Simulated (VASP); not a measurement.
# Al (I4/mmm) in VASP: further runs

Al is run at these levels: PBEsol; tasks: single point.

Everything below comes from runs of VASP 6.6.1. Logs are shortened: lines on timing, memory, paths and dates and some standing lists are left out, and cuts for length are marked.

## 1. The cell of the first run

It takes space group I4/mmm (No. 139, tetragonal). Conventional cell: a = 3.135 Å, b = 3.135 Å, c = 3.087 Å, α = 90.00°, β = 90.00°, γ = 90.00°. Al (site symmetry 4/mmm) has 14 Al at 2.70 to 3.13 Å within 3.6 Å.

## 2. Single point, PBEsol (strain -0.015 along x and y, -0.030 along z)

File INCAR:

```
SYSTEM = Al
PREC = Accurate ; ENCUT = 520
EDIFF = 1E-6 ; ISMEAR = 0
SIGMA = 0.15 ; LREAL = .FALSE.
LASPH = .TRUE. ; NELM = 80
ALGO = Fast ; ISIF = 2
LWAVE = .FALSE. ; LCHARG = .FALSE.
GGA = PS ; NBANDS = 8
```

File KPOINTS:

```
regular mesh
0
G
  20 20 20
  0 0 0
```

File POSCAR:

```
Al
1.0
   -1.5673504096      1.5673504096      1.5434821293
    1.5673504096     -1.5673504096      1.5434821293
    1.5673504096      1.5673504096     -1.5434821293
Al
1
Direct
    0.0000000000      0.0000000000      0.0000000000
```

Potentials or basis: VASP PAW PBE potentials, release 64 (Al).

The run is started by

```console
> cat potpaw_PBE.64/Al/POTCAR > POTCAR
> mpirun -np 1 vasp_std > vasp.out
```

OUTCAR:

```text
SYSTEM = Al
   PREC = Accurate
   ENCUT = 520
   EDIFF = 1E-6
   ISMEAR = 0
   LREAL = .FALSE.
   LASPH = .TRUE.
   NELM = 80
   ISIF = 2
   GGA = PS

 ion  position               nearest neighbor table
   1  0.000  0.000  0.000-

  LATTYP: Found a body centered tetragonal cell.
 ALAT       =     3.1347008192
 C/A-ratio  =     0.9847715736

  Lattice vectors:

 A1 = (  -1.5673504096,   1.5673504096,   1.5434821293)
 A2 = (   1.5673504096,  -1.5673504096,   1.5434821293)
 A3 = (   1.5673504096,   1.5673504096,  -1.5434821293)

Analysis of symmetry for initial positions (statically):
=====================================================================
 Subroutine PRICEL returns:
 Original cell was already a primitive cell.

 Routine SETGRP: Setting up the symmetry group for a
 body centered tetragonal supercell.

 Subroutine GETGRP returns: Found 16 space group operations
 (whereof 16 operations were pure point group operations)
 out of a pool of 16 trial point group operations.

The static configuration has the point symmetry D_4h.

Analysis of symmetry for dynamics (positions and initial velocities):
=====================================================================
 Subroutine PRICEL returns:
 Original cell was already a primitive cell.

 Routine SETGRP: Setting up the symmetry group for a
 body centered tetragonal supercell.

 Subroutine GETGRP returns: Found 16 space group operations
 (whereof 16 operations were pure point group operations)
 out of a pool of 16 trial point group operations.

The dynamic configuration has the point symmetry D_4h.

 Subroutine INISYM returns: Found 16 space group operations
 (whereof 16 operations are pure point group operations),
 and found     1 'primitive' translations

----------------------------------------------------------------------------------------

                                     Primitive cell

  volume of cell :      15.1668

  direct lattice vectors                    reciprocal lattice vectors
    -1.567350410  1.567350410  1.543482129     0.000000000  0.319009710  0.323942850
     1.567350410 -1.567350410  1.543482129     0.319009710  0.000000000  0.323942850
     1.567350410  1.567350410 -1.543482129     0.319009710  0.319009710  0.000000000

  length of vectors
     2.701020492  2.701020492  2.701020492     0.454649497  0.454649497  0.451147859

  position of ions in fractional coordinates (direct lattice)
     0.000000000  0.000000000  0.000000000

  ion indices of the primitive-cell ions
   primitive index   ion index
                 1           1

----------------------------------------------------------------------------------------

 KPOINTS: regular mesh

Automatic generation of k-mesh.
 Grid dimensions read from file:
 generate k-points for:   20   20   20

 Generating k-lattice:

  Cartesian coordinates                     Fractional coordinates (reciprocal lattice)
     0.000000000  0.015950486  0.016197143     0.050000000  0.000000000  0.000000000
     0.015950486  0.000000000  0.016197143     0.000000000  0.050000000  0.000000000
     0.015950486  0.015950486  0.000000000     0.000000000  0.000000000  0.050000000

  Length of vectors
     0.022732475  0.022732475  0.022557393

  Shift w.r.t. Gamma in fractional coordinates (k-lattice)
     0.000000000  0.000000000  0.000000000

 Subroutine IBZKPT returns following result:
 ===========================================

 Found    641 irreducible k-points:

 Following reciprocal coordinates:
            Coordinates               Weight
  0.000000  0.000000  0.000000      1.000000
  0.050000  0.000000 -0.000000      8.000000
  0.100000  0.000000 -0.000000      8.000000
  0.150000  0.000000  0.000000      8.000000
  0.200000  0.000000 -0.000000      8.000000
  0.250000  0.000000 -0.000000      8.000000
[... 16 lines left out ...]
 -0.400000  0.050000  0.000000     16.000000
 -0.350000  0.050000 -0.000000     16.000000
 [... further k-points ...]
   k-points           NKPTS =    641   k-points in BZ     NKDIM =    641   number of bands    NBANDS=      8
   number of dos      NEDOS =    301   number of ions     NIONS =      1
   total plane-waves  NPLWV =   8000
   dimension x,y,z NGX =    20 NGY =   20 NGZ =   20
   dimension x,y,z NGXF=    40 NGYF=   40 NGZF=   40
   ions per type =               1
   NGX,Y,Z   is equivalent  to a cutoff of  12.31, 12.31, 12.31 a.u.
   NGXF,Y,Z  is equivalent  to a cutoff of  24.62, 24.62, 24.62 a.u.
 SYSTEM =  Al
   PREC   = accura    normal or accurate (medium, high low for compatibility)
   ISTART =      0    job   : 0-new  1-cont  2-samecut
   ICHARG =      2    charge: 1-file 2-atom 10-const
   ISPIN  =      1    spin polarized calculation?
   LNONCOLLINEAR =      F non collinear calculations
   LSORBIT =      F    spin-orbit coupling
   LASPH  =      T    aspherical Exc in radial PAW
   ENCUT  =  520.0 eV  38.22 Ry    6.18 a.u.   5.02  5.02  5.02*2*pi/ulx,y,z
   NELM   =     80;   NELMIN=  2; NELMDL= -5     # of ELM steps
   EDIFF  = 0.1E-05   stopping-criterion for ELM
   LREAL  =      F    real-space projection
   EDIFFG = 0.1E-04   stopping-criterion for IOM
   NSW    =      0    number of steps for IOM
   IBRION =     -1    ionic relax: 0-MD 1-quasi-New 2-CG
   NFREE  =      0    steps in history (QN), initial steepest desc. (CG)
   ISIF   =      2    stress and relaxation
   ISYM   =      2    0-nonsym 1-usesym 2-fastsym
   POTIM  = 0.5000    time-step for ionic-motion
   TEBEG  =    0.0;   TEEND  =   0.0 temperature during run
   PSTRESS=    0.0 pullay stress
   NELECT =       3.0000    total number of electrons
   NUPDOWN=      -1.0000    fix difference up-down
   EMIN   =  10.00;   EMAX   =-10.00  energy-range for DOS
   EFERMI =   0.00;   METHOD = LEGACY
   ISMEAR =     0;   SIGMA  =   0.15  broadening in eV -4-tet -1-fermi 0-gaus
   EFERMI_NEDOS =   21; number of points for ismear=-14 and -15
   IALGO  =     68    algorithm
   IMIX   =      4    mixing-type and parameters
     AMIX     =   0.40;   BMIX     =  1.00
     AMIX_MAG =   1.60;   BMIX_MAG =  1.00
  volume/ion in A,a.u.               =      15.17       102.35
  Fermi-wavevector in a.u.,A,eV,Ry     =   0.953859  1.802531 12.379208  0.909846
  Thomas-Fermi vector in A             =   2.082552
   LORBIT       =      0    0 simple, 1 ext, 2 COOP (PROOUT), +10 PAW based schemes
   GGA     = PS    functional components
   LHFCALC =     F    Hartree Fock is set to
   AEXX    =    0.0000 exact exchange contribution
   IVDW    =     0    specifies the selected vdW correction
   LEPSILON=     F    determine dielectric tensor
   LRPA    =     F    only Hartree local field effects (RPA)
 non-spin polarized calculation
 RMM-DIIS sequential band-by-band and
 Gauss-broadening in eV      SIGMA  =   0.15
  energy-cutoff  :      520.00
  volume of cell :       15.17
 maximum number of plane-waves:       420
   NGX =  9   NGY =  9   NGZ =  9

 number of electron       3.0000000 magnetization

 Free energy of the ion-electron system (eV)
  ---------------------------------------------------
  ext. energy  EPLUGINS =         0.00000000
  ---------------------------------------------------
  free energy    TOTEN  =        -3.96325500 eV

  energy without entropy =       -3.95803026  energy(sigma->0) =       -3.96064263

 E-fermi :   8.8664     XC(G=0): -10.5723

 val. band max:        8.8574500625   @ k =  -0.3500  -0.3500   0.2000
 cond. band min:       8.8677668491   @ k =  -0.3500  -0.4000   0.0500
 fundamental gap:      0.0103167866
 Fermi energy:         8.8664443214

 k-point     1 :       0.0000    0.0000    0.0000
  band No.  band energies     occupation
      1      -2.8644      2.00000
      2      22.3707      0.00000
      3      22.7530      0.00000
      4      22.7530      0.00000
      5      24.7472      0.00000
      6      24.7472      0.00000
      7      24.9459      0.00000
      8      25.5799      0.00000

 k-point     2 :       0.0500    0.0000   -0.0000
  band No.  band energies     occupation
      1      -2.7879      2.00000
      2      21.8442      0.00000
      3      21.9599      0.00000
      4      22.3493      0.00000
      5      24.2516      0.00000
      6      25.1098      0.00000
      7      25.2214      0.00000
      8      25.3533      0.00000

 k-point     3 :       0.1000    0.0000   -0.0000
  band No.  band energies     occupation
      1      -2.5588      2.00000
      2      19.9197      0.00000
      3      21.1502      0.00000
      4      21.5505      0.00000
      5      23.3352      0.00000
      6      24.3882      0.00000
      7      25.6224      0.00000
      8      26.2914      0.00000

 k-point     4 :       0.1500    0.0000    0.0000
  band No.  band energies     occupation
      1      -2.1778      2.00000
      2      17.7448      0.00000
      3      20.3238      0.00000
      4      20.6665      0.00000
      5      22.4370      0.00000
      6      23.6901      0.00000
      7      26.1841      0.00000
      8      26.6393      0.00000

 k-point     5 :       0.2000    0.0000   -0.0000
  band No.  band energies     occupation
      1      -1.6463      2.00000
      2      15.5667      0.00000
      3      19.5699      0.00000
      4      19.8318      0.00000
      5      21.6237      0.00000
      6      23.0502      0.00000
      7      26.8099      0.00000
      8      27.0921      0.00000
[... 177 lines left out ...]
 k-point    22 :      -0.4500    0.0500   -0.0000
  band No.  band energies     occupation
      1       2.5846      2.00000
      2       7.0251      2.00000
      3      16.2541      0.00000
      4      17.7755      0.00000
      5      19.9094      0.00000
      6      21.8503      0.00000
      7      29.5870      0.00000
      8      31.2970      0.00000

 k-point    23 :      -0.4000    0.0500    0.0000
  band No.  band energies     occupation
      1       1.4129      2.00000
      2       8.7271      1.81100
      3      16.5081      0.00000
      4      18.0455      0.00000
      5      20.1615      0.00000
      6      22.1077      0.00000
      7      28.7086      0.00000
      8      30.5330      0.00000

 k-point    24 :      -0.3500    0.0500   -0.0000
  band No.  band energies     occupation
      1       0.3751      2.00000
      2      10.5576      0.00000
      3      16.8952      0.00000
      4      18.4405      0.00000
      5      20.5437      0.00000
      6      22.4721      0.00000
      7      27.8438      0.00000
      8      29.6779      0.00000

 [... further k-points ...]
[... 5 lines left out ...]
  --------------------------------------------------------------------------------------
  -------------------------------------------------------------------------------------
  Total        0.7855941      0.7855941      0.6896646      0.0000000      0.0000000      0.0000000
  in kB       82.9879372     82.9879372     72.8542227      0.0000000      0.0000000      0.0000000
  external PRESSURE =      79.6100323 kB  Pullay stress =       0.0000000 kB

 VOLUME and BASIS-vectors are now :
 -----------------------------------------------------------------------------
  energy-cutoff  :      520.00
  volume of cell :       15.17
      direct lattice vectors                 reciprocal lattice vectors
    -1.567350410  1.567350410  1.543482129     0.000000000  0.319009710  0.323942850
     1.567350410 -1.567350410  1.543482129     0.319009710  0.000000000  0.323942850
     1.567350410  1.567350410 -1.543482129     0.319009710  0.319009710  0.000000000

 POSITION                                       TOTAL-FORCE (eV/Angst)
 -----------------------------------------------------------------------------------
      0.00000      0.00000      0.00000         0.000000      0.000000     -0.000000
 -----------------------------------------------------------------------------------
    total drift:                                0.000000     -0.000000      0.000000

  FREE ENERGIE OF THE ION-ELECTRON SYSTEM (eV)
  ---------------------------------------------------
  free  energy   TOTEN  =        -3.9632549978 eV

  energy  without entropy=       -3.9580302566  energy(sigma->0) =       -3.96064263
```

Run time: 55 s. Hardware: 1 thread of AMD EPYC 7R13, shared host; peak memory 0.14 GiB.

What came out:

```
Free energy            : -3.9633 eV
Pressure               : 8.0 GPa
Band gap on the k mesh : zero (an odd number of electrons rules out a gap without spin polarisation)
```

Caveat: the cell differs from its parent crystal (strain -0.015 along x and y, -0.030 along z); the cell stands under pressure; the PAW data sets were made with another functional, which shifts forces and pressure a little.

## 3. Single point, PBEsol (strain -0.030 along x and y, +0.015 along z)

File INCAR:

```
SYSTEM = Al
PREC = Accurate
ENCUT = 520
EDIFF = 1E-7
ISMEAR = 0
SIGMA = 0.15
LREAL = .FALSE.
LASPH = .TRUE.
NELM = 100
ALGO = Normal
ISIF = 2
LWAVE = .FALSE.
LCHARG = .FALSE.
GGA = PS
NBANDS = 8
```

File KPOINTS:

```
Automatic mesh
0
G
  20 20 20
  0 0 0
```

File POSCAR:

```
Al
1.0
   -1.5434821293      1.5434821293      1.6150869704
    1.5434821293     -1.5434821293      1.6150869704
    1.5434821293      1.5434821293     -1.6150869704
Al
1
Direct
    0.0000000000      0.0000000000      0.0000000000
```

Potentials or basis: VASP PAW PBE potentials, release 64 (Al).

The run is started by

```console
> cat potpaw_PBE.64/Al/POTCAR > POTCAR
> mpirun -np 1 vasp_std > vasp.out
```

Wall time 66 s (1 thread of AMD EPYC 7R13, shared host); peak memory 0.14 GiB.

The run converged. Its results:

* Free energy: -3.9764 eV
* Pressure: 6.4 GPa
* Band gap on the k mesh: zero (an odd number of electrons rules out a gap without spin polarisation)

Stress tensor (GPa, compression positive):
```
5.62 0.00 0.00
0.00 5.62 0.00
0.00 0.00 7.93
```

Levels at points of the mesh, in eV from the Fermi level:
```csv
k point,band 1,band 2,band 3,band 4,band 5,band 6
"(0.00, 0.00, 0.00)",-11.62,13.34,13.34,14.42,15.42,15.79
"(0.50, 0.00, 0.00)",-4.66,-4.08,8.76,9.03,10.85,12.17
"(0.50, 0.50, 0.00)",-4.42,-3.65,7.79,8.12,9.72,11.70
"(0.50, 0.50, 0.50)",1.13,2.44,2.44,2.49,3.13,6.57
```

Caveat: the cell differs from its parent crystal (strain -0.030 along x and y, +0.015 along z); the cell stands under pressure; the PAW data sets were made with another functional, which shifts forces and pressure a little.

## 4. Single point, PBEsol (strain -0.015 along x and y, +0.000 along z)

File INCAR:

```
SYSTEM = Al
ALGO = Normal
EDIFF = 1E-6
ENCUT = 520
GGA = PS
ISIF = 2
ISMEAR = 0
LASPH = .TRUE.
LCHARG = .FALSE.
LREAL = .FALSE.
LWAVE = .FALSE.
NBANDS = 8
NELM = 60
PREC = Accurate
SIGMA = 0.15
```

File KPOINTS:

```
k-points
0
G
  20 20 20
  0 0 0
```

File POSCAR:

```
Al
1.0
   -1.5673504096      1.5673504096      1.5912186900
    1.5673504096     -1.5673504096      1.5912186900
    1.5673504096      1.5673504096     -1.5912186900
Al
1
Direct
    0.0000000000      0.0000000000      0.0000000000
```

The run is started by

```console
> cat potpaw_PBE.64/Al/POTCAR > POTCAR
> mpirun -np 1 vasp_std > vasp.out
```

Run time: 41 s. Hardware: 1 thread of AMD EPYC 7R13, shared host; peak memory 0.14 GiB.

Results (log left out):

| Quantity | Value |
| --- | --- |
| Free energy | -3.9820 eV |
| Pressure | 4.9 GPa |
| Band gap on the k mesh | zero (an odd number of electrons rules out a gap without spin polarisation) |

Stress tensor (GPa, compression positive):
```
4.62 0.00 0.00
0.00 4.62 0.00
0.00 0.00 5.54
```

Levels at points of the mesh, in eV from the Fermi level:
```
           k point  band 1  band 2  band 3  band 4  band 5
(0.00, 0.00, 0.00)  -11.51   13.45   13.45   13.81   15.37
(0.50, 0.00, 0.00)   -4.55   -3.97    8.49    8.67   10.47
(0.50, 0.50, 0.00)   -4.48   -3.83    8.16    8.37   10.09
(0.50, 0.50, 0.50)    1.67    2.10    2.10    2.78    2.97
```

Caveat: the cell differs from its parent crystal (strain -0.015 along x and y, +0.000 along z); the cell stands under pressure; the PAW data sets were made with another functional, which shifts forces and pressure a little.

## 5. Overview

```csv
cell,gap on the mesh (eV),pressure (GPa)
"a = 2.701 Å, angles 109.1, 109.1, 110.3°, 1 atom",none,8.0
"a = 2.715 Å, angles 110.7, 110.7, 107.0°, 1 atom",none,6.4
"a = 2.729 Å, angles 109.9, 109.9, 108.7°, 1 atom",none,4.9
```

Alike in all rows: task single point; level PBEsol; potentials or basis VASP PAW PBE potentials, release 64 (Al); no spin polarisation; k mesh 20 × 20 × 20; cutoff (eV) 520; smearing gaussian 0.15 eV.

Caveats: the cell stands under pressure; the PAW data sets were made with another functional, which shifts forces and pressure a little.

Absolute energies hang on the potentials; compare differences alone.
